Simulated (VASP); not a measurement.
# GePtS3 (P6_3/mmc) in VASP: single point with PBE

Aim: the single point of GePtS3 with PBE.

Program: VASP 6.6.1. These are calculated values, not measurements. Logs are shortened: lines on timing, memory, paths and dates and some standing lists are left out, and cuts for length are marked.

## (1) The cell of the first run

The structure is hexagonal, space group P6_3/mmc (No. 194). The conventional cell has a = 5.772 Å, b = 5.772 Å, c = 6.447 Å, α = 90.00°, β = 90.00°, γ = 120.00°. Ge (site symmetry -3m) has 6 S at 2.40 Å within 3.2 Å. Pt (site symmetry -6m2) has 12 S at 2.89 to 3.58 Å and 6 Ge at 3.70 Å within 3.8 Å. Within 3.2 Å of S (site symmetry mm2) lie 2 Ge at 2.40 Å and 4 S at 2.70 to 3.07 Å and 2 Pt at 2.89 Å.

## (2) Single point, PBE

File INCAR:

```
SYSTEM = GePtS3
PREC     = Accurate       ! precision mode
ENCUT    = 520            ! plane-wave cutoff, eV
EDIFF    = 1E-6           ! SCF threshold, eV
ISMEAR   = 0              ! smearing method
SIGMA    = 0.1            ! smearing width, eV
LREAL    = .FALSE.        ! projectors in reciprocal space
LASPH    = .TRUE.         ! aspherical terms in the spheres
NELM     = 60             ! most SCF steps
ALGO     = Normal         ! electronic algorithm
ISIF     = 2              ! what is computed and relaxed
LWAVE    = .FALSE.        ! write WAVECAR
LCHARG   = .TRUE.         ! write CHGCAR
GGA      = PE             ! functional
LELF     = .TRUE.         ! ELF
LVHAR    = .TRUE.       
NBANDS   = 53             ! bands
```

File KPOINTS:

```
Automatic mesh
0
G
  6 6 6
  0 0 0
```

File POSCAR:

```
GePtS3
1.0
    5.7721723553      0.0000000000      0.0000000000
   -2.8860861776      4.9988478947      0.0000000000
    0.0000000000      0.0000000000      6.4470849577
Ge Pt S
2 2 6
Direct
    0.0000000000      0.0000000000      0.5000000000
    0.0000000000      0.0000000000      0.0000000000
    0.3333333333      0.6666666667      0.7500000000
    0.6666666667      0.3333333333      0.2500000000
    0.1773123892      0.3546247785      0.2500000000
    0.8226876108      0.1773123892      0.7500000000
    0.8226876108      0.6453752215      0.7500000000
    0.1773123892      0.8226876108      0.2500000000
    0.6453752215      0.8226876108      0.2500000000
    0.3546247785      0.1773123892      0.7500000000
```

Potentials or basis: VASP PAW PBE potentials, release 64 (Ge_d, Pt, S).

On the command line:

```sh
$ cat potpaw_PBE.64/Ge_d/POTCAR potpaw_PBE.64/Pt/POTCAR potpaw_PBE.64/S/POTCAR > POTCAR
$ mpirun -np 1 vasp_std > vasp.out
```

OUTCAR:

```text
SYSTEM = GePtS3
   PREC = Accurate
   ENCUT = 520
   EDIFF = 1E-6
   ISMEAR = 0
   LREAL = .FALSE.
   LASPH = .TRUE.
   NELM = 60
   ISIF = 2
   GGA = PE

 ion  position               nearest neighbor table
   1  0.000  0.000  0.500-   6 2.40   8 2.40   7 2.40   5 2.40   9 2.40  10 2.40
   2  0.000  0.000  0.000-   6 2.40   8 2.40   7 2.40   5 2.40   9 2.40  10 2.40
   3  0.333  0.667  0.750-  10 2.89   7 2.89   6 2.89   6 2.89  10 2.89   7 2.89
   4  0.667  0.333  0.250-   9 2.89   5 2.89   8 2.89   8 2.89   9 2.89   5 2.89
   5  0.177  0.355  0.250-   1 2.40   2 2.40   8 2.70   9 2.70   4 2.89   4 2.89
   6  0.823  0.177  0.750-   1 2.40   2 2.40   7 2.70  10 2.70   3 2.89   3 2.89
   7  0.823  0.645  0.750-   1 2.40   2 2.40   6 2.70  10 2.70   3 2.89   3 2.89
   8  0.177  0.823  0.250-   1 2.40   2 2.40   5 2.70   9 2.70   4 2.89   4 2.89
   9  0.645  0.823  0.250-   1 2.40   2 2.40   8 2.70   5 2.70   4 2.89   4 2.89
  10  0.355  0.177  0.750-   1 2.40   2 2.40   6 2.70   7 2.70   3 2.89   3 2.89

  LATTYP: Found a hexagonal cell.
 ALAT       =     5.7721723553
 C/A-ratio  =     1.1169252338

  Lattice vectors:

 A1 = (   5.7721723553,   0.0000000000,   0.0000000000)
 A2 = (  -2.8860861776,   4.9988478947,   0.0000000000)
 A3 = (   0.0000000000,   0.0000000000,   6.4470849577)

Analysis of symmetry for initial positions (statically):
=====================================================================
 Subroutine PRICEL returns:
 Original cell was already a primitive cell.

 Routine SETGRP: Setting up the symmetry group for a
 hexagonal supercell.

 Subroutine GETGRP returns: Found 24 space group operations
 (whereof 12 operations were pure point group operations)
 out of a pool of 24 trial point group operations.

The static configuration has the point symmetry D_3d.
 The point group associated with its full space group is D_6h.

Analysis of symmetry for dynamics (positions and initial velocities):
=====================================================================
 Subroutine PRICEL returns:
 Original cell was already a primitive cell.

 Routine SETGRP: Setting up the symmetry group for a
 hexagonal supercell.

 Subroutine GETGRP returns: Found 24 space group operations
 (whereof 12 operations were pure point group operations)
 out of a pool of 24 trial point group operations.

The dynamic configuration has the point symmetry D_3d.
 The point group associated with its full space group is D_6h.

 Subroutine INISYM returns: Found 24 space group operations
 (whereof 12 operations are pure point group operations),
 and found     1 'primitive' translations

----------------------------------------------------------------------------------------

                                     Primitive cell

  volume of cell :     186.0256

  direct lattice vectors                    reciprocal lattice vectors
     5.772172355  0.000000000  0.000000000     0.173245000  0.100023047  0.000000000
    -2.886086178  4.998847895  0.000000000     0.000000000  0.200046095  0.000000000
     0.000000000  0.000000000  6.447084958     0.000000000  0.000000000  0.155108860

  length of vectors
     5.772172355  5.772172355  6.447084958     0.200046095  0.200046095  0.155108860

  position of ions in fractional coordinates (direct lattice)
     0.000000000  0.000000000  0.500000000
     0.000000000  0.000000000  0.000000000
     0.333333333  0.666666667  0.750000000
     0.666666667  0.333333333  0.250000000
     0.177312389  0.354624779  0.250000000
     0.822687611  0.177312389  0.750000000
     0.822687611  0.645375221  0.750000000
     0.177312389  0.822687611  0.250000000
     0.645375221  0.822687611  0.250000000
     0.354624779  0.177312389  0.750000000

  ion indices of the primitive-cell ions
   primitive index   ion index
                 1           1
                 2           2
                 3           3
                 4           4
                 5           5
                 6           6
                 7           7
                 8           8
                 9           9
                10          10

----------------------------------------------------------------------------------------

 KPOINTS: Automatic mesh

Automatic generation of k-mesh.
 Grid dimensions read from file:
 generate k-points for:    6    6    6

 Generating k-lattice:

  Cartesian coordinates                     Fractional coordinates (reciprocal lattice)
     0.028874167  0.016670508  0.000000000     0.166666667 -0.000000000  0.000000000
     0.000000000  0.033341016  0.000000000     0.000000000  0.166666667  0.000000000
     0.000000000  0.000000000  0.025851477     0.000000000  0.000000000  0.166666667

  Length of vectors
     0.033341016  0.033341016  0.025851477

  Shift w.r.t. Gamma in fractional coordinates (k-lattice)
     0.000000000  0.000000000  0.000000000

 Subroutine IBZKPT returns following result:
 ===========================================

 Found     28 irreducible k-points:

 Following reciprocal coordinates:
            Coordinates               Weight
  0.000000  0.000000  0.000000      1.000000
  0.166667 -0.000000  0.000000      6.000000
  0.333333  0.000000  0.000000      6.000000
  0.500000 -0.000000  0.000000      3.000000
  0.166667  0.166667  0.000000      6.000000
  0.333333  0.166667  0.000000     12.000000
[... 16 lines left out ...]
  0.166667 -0.000000  0.500000      6.000000
  0.333333  0.000000  0.500000      6.000000
 [... further k-points ...]
   k-points           NKPTS =     28   k-points in BZ     NKDIM =     28   number of bands    NBANDS=     53
   number of dos      NEDOS =    301   number of ions     NIONS =     10
   total plane-waves  NPLWV = 110592
   dimension x,y,z NGX =    48 NGY =   48 NGZ =   48
   dimension x,y,z NGXF=    96 NGYF=   96 NGZF=   96
   ions per type =               2   2   6
   NGX,Y,Z   is equivalent  to a cutoff of  13.82, 13.82, 12.38 a.u.
   NGXF,Y,Z  is equivalent  to a cutoff of  27.65, 27.65, 24.75 a.u.
 SYSTEM =  GePtS3
   PREC   = accura    normal or accurate (medium, high low for compatibility)
   ISTART =      0    job   : 0-new  1-cont  2-samecut
   ICHARG =      2    charge: 1-file 2-atom 10-const
   ISPIN  =      1    spin polarized calculation?
   LNONCOLLINEAR =      F non collinear calculations
   LSORBIT =      F    spin-orbit coupling
   LASPH  =      T    aspherical Exc in radial PAW
   ENCUT  =  520.0 eV  38.22 Ry    6.18 a.u.  10.73 10.73 11.99*2*pi/ulx,y,z
   NELM   =     60;   NELMIN=  2; NELMDL= -5     # of ELM steps
   EDIFF  = 0.1E-05   stopping-criterion for ELM
   LREAL  =      F    real-space projection
[... 7 lines left out ...]
   TEBEG  =    0.0;   TEEND  =   0.0 temperature during run
   PSTRESS=    0.0 pullay stress
   NELECT =      84.0000    total number of electrons
   NUPDOWN=      -1.0000    fix difference up-down
   EMIN   =  10.00;   EMAX   =-10.00  energy-range for DOS
   EFERMI =   0.00;   METHOD = LEGACY
   ISMEAR =     0;   SIGMA  =   0.10  broadening in eV -4-tet -1-fermi 0-gaus
   EFERMI_NEDOS =   21; number of points for ismear=-14 and -15
   IALGO  =     38    algorithm
   IMIX   =      4    mixing-type and parameters
     AMIX     =   0.40;   BMIX     =  1.00
     AMIX_MAG =   1.60;   BMIX_MAG =  1.00
  volume/ion in A,a.u.               =      18.60       125.54
  Fermi-wavevector in a.u.,A,eV,Ry     =   1.255964  2.373427 21.462437  1.577445
  Thomas-Fermi vector in A             =   2.389695
   LORBIT       =      0    0 simple, 1 ext, 2 COOP (PROOUT), +10 PAW based schemes
   GGA     = PE    functional components
   LHFCALC =     F    Hartree Fock is set to
   AEXX    =    0.0000 exact exchange contribution
   IVDW    =     0    specifies the selected vdW correction
   LEPSILON=     F    determine dielectric tensor
   LRPA    =     F    only Hartree local field effects (RPA)
 non-spin polarized calculation
 Gauss-broadening in eV      SIGMA  =   0.10
  energy-cutoff  :      520.00
  volume of cell :      186.03
 maximum number of plane-waves:      5040
 NGX is ok and might be reduce to    48
   NGX = 21   NGY = 21   NGZ = 23

 number of electron      83.9999997 magnetization

 Free energy of the ion-electron system (eV)
  ---------------------------------------------------
  ext. energy  EPLUGINS =         0.00000000
  ---------------------------------------------------
  free energy    TOTEN  =       -40.11158166 eV

  energy without entropy =      -40.08041213  energy(sigma->0) =      -40.09599690

 E-fermi :   6.2103     XC(G=0): -10.7049

 val. band max:        6.2077947492   @ k =   0.1667   0.1667   0.5000
 cond. band min:       6.2193772765   @ k =   0.1667   0.1667   0.3333
 fundamental gap:      0.0115825273
 Fermi energy:         6.2103323412

 k-point     1 :       0.0000    0.0000    0.0000
  band No.  band energies     occupation
      1     -18.8276      2.00000
      2     -18.8276      2.00000
      3     -18.8009      2.00000
      4     -18.8009      2.00000
      5     -18.7933      2.00000
      6     -18.7793      2.00000
[... 45 lines left out ...]
     52      11.6311      0.00000
     53      11.7390      0.00000

 k-point     2 :       0.1667   -0.0000    0.0000
  band No.  band energies     occupation
      1     -18.8277      2.00000
      2     -18.8276      2.00000
      3     -18.8009      2.00000
      4     -18.8008      2.00000
      5     -18.7933      2.00000
      6     -18.7793      2.00000
[... 45 lines left out ...]
     52      11.3944      0.00000
     53      11.7374      0.00000
[... 1174 lines left out ...]
     52      10.9326      0.00000
     53      11.5626      0.00000

 k-point    24 :       0.3333    0.0000    0.5000
  band No.  band energies     occupation
      1     -18.8132      2.00000
      2     -18.8132      2.00000
      3     -18.8130      2.00000
      4     -18.8130      2.00000
      5     -18.7743      2.00000
      6     -18.7743      2.00000
[... 45 lines left out ...]
     52      11.1507      0.00000
     53      11.7633      0.00000

 [... further k-points ...]

------------------------ aborting loop because EDIFF is reached ----------------------------------------

  FORCE on cell =-STRESS in cart. coord.  units (eV):
  Direction    XX          YY          ZZ          XY          YZ          ZX
  --------------------------------------------------------------------------------------
  -------------------------------------------------------------------------------------
  Total       -0.1937025     -0.1937025     -0.2236040     -0.0000000      0.0000000     -0.0000000
  in kB       -1.6682963     -1.6682963     -1.9258280     -0.0000000      0.0000000     -0.0000000
  external PRESSURE =      -1.7541402 kB  Pullay stress =       0.0000000 kB

 VOLUME and BASIS-vectors are now :
 -----------------------------------------------------------------------------
  energy-cutoff  :      520.00
  volume of cell :      186.03
      direct lattice vectors                 reciprocal lattice vectors
     5.772172355  0.000000000  0.000000000     0.173245000  0.100023047  0.000000000
    -2.886086178  4.998847895  0.000000000     0.000000000  0.200046095  0.000000000
     0.000000000  0.000000000  6.447084958     0.000000000  0.000000000  0.155108860

 POSITION                                       TOTAL-FORCE (eV/Angst)
 -----------------------------------------------------------------------------------
      0.00000      0.00000      3.22354         0.000000      0.000000      0.000000
      0.00000      0.00000      0.00000        -0.000000      0.000000      0.000000
     -0.00000      3.33257      4.83531         0.000000      0.000000     -0.000000
      2.88609      1.66628      1.61177         0.000000      0.000000     -0.000000
     -0.00000      1.77272      1.61177        -0.000000     -0.019784      0.000000
      4.23696      0.88636      4.83531         0.017133     -0.009892      0.000000
      2.88609      3.22613      4.83531         0.000000      0.019784     -0.000000
     -1.35087      4.11249      1.61177        -0.017133      0.009892      0.000000
      1.35087      4.11249      1.61177         0.017133      0.009892     -0.000000
      1.53522      0.88636      4.83531        -0.017133     -0.009892      0.000000
 -----------------------------------------------------------------------------------
    total drift:                                0.000000      0.000000     -0.000000

  FREE ENERGIE OF THE ION-ELECTRON SYSTEM (eV)
  ---------------------------------------------------
  free  energy   TOTEN  =       -40.1115816609 eV

  energy  without entropy=      -40.0804121292  energy(sigma->0) =      -40.09599690
```

Wall time 5.6 min (1 thread of Intel Xeon 6975P-C, shared host); peak memory 0.47 GiB.

What came out:

```yaml
Free_energy: -40.1116 eV
Pressure: -0.2 GPa
Largest_force: 0.020 eV/Å
Band_gap_on_the_k_mesh: zero (band 42 reaches 6.36 eV, above the bottom of band 43 at 6.10 eV)
```

Forces on the atoms (eV/Å):
```
Ge   0.000  0.000  0.000
Ge   0.000  0.000  0.000
Pt   0.000  0.000  0.000
Pt   0.000  0.000  0.000
S    0.000 -0.020  0.000
S    0.017 -0.010  0.000
S    0.000  0.020  0.000
S   -0.017  0.010  0.000
S    0.017  0.010  0.000
S   -0.017 -0.010  0.000
```

Levels at points of the mesh, in eV from the Fermi level:
```csv
k point,band 38,band 39,band 40,band 41,band 42,band 43,band 44,band 45,band 46,band 47
"(0.00, 0.00, 0.00)",-0.86,-0.86,-0.56,-0.55,-0.21,0.22,0.22,0.28,0.75,0.78
"(0.50, 0.00, 0.00)",-1.09,-1.04,-1.01,-0.84,-0.28,1.36,1.36,1.47,1.48,2.94
"(0.00, 0.00, 0.50)",-1.43,-1.25,-1.25,0.02,0.02,0.44,0.44,0.44,0.44,1.81
"(0.50, 0.00, 0.50)",-1.06,-0.54,-0.54,-0.39,-0.39,1.39,1.39,1.41,1.41,2.80
```

Caveat: spin-orbit coupling is left out, which moves the levels of the heavy elements.
